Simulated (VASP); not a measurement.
KI, 2 atoms in the cell. The structure is tetragonal, space group I4mm (No. 107). Conventional cell: a = 4.695 Å, b = 4.695 Å, c = 6.822 Å, α = 90.00°, β = 90.00°, γ = 90.00°. Within 4.0 Å of K (site symmetry 4mm) lie 6 I at 2.89 to 3.93 Å. Within 4.0 Å of I (site symmetry 4mm) lie 6 K at 2.89 to 3.93 Å.  This cell differs from its parent crystal: atoms displaced along a vibrational mode, the cell strained.

| Item | Value |
| --- | --- |
| Program | VASP 6.6.1 |
| Task | single point |
| Functional | LDA |
| Potentials or basis | VASP PAW LDA potentials, release 64 (K_sv, I) |
| Cutoff | 520 eV |
| k mesh | 6 × 6 × 6 |
| Occupations | gaussian, width 0.05 eV |
| Spin | no spin polarisation |
| Dipole correction | no |
| Further INCAR settings | ALGO = Normal; EDIFF = 1e-06; NBANDS = 15 |

Potentials or basis: VASP PAW LDA potentials, release 64 (K_sv, I).

Launch:

```sh
$ cat potpaw_LDA.64/K_sv/POTCAR potpaw_LDA.64/I/POTCAR > POTCAR
$ mpirun -np 1 vasp_std > vasp.out
```

Hardware: 1 thread of Intel Xeon 8259CL, on a shared host.

Q: How long does it take, and how much memory?

A: Run time: 84 s on 1 thread of Intel Xeon 8259CL (shared host), peak memory 0.18 GiB. Counts: scf iterations 12, k points 30.
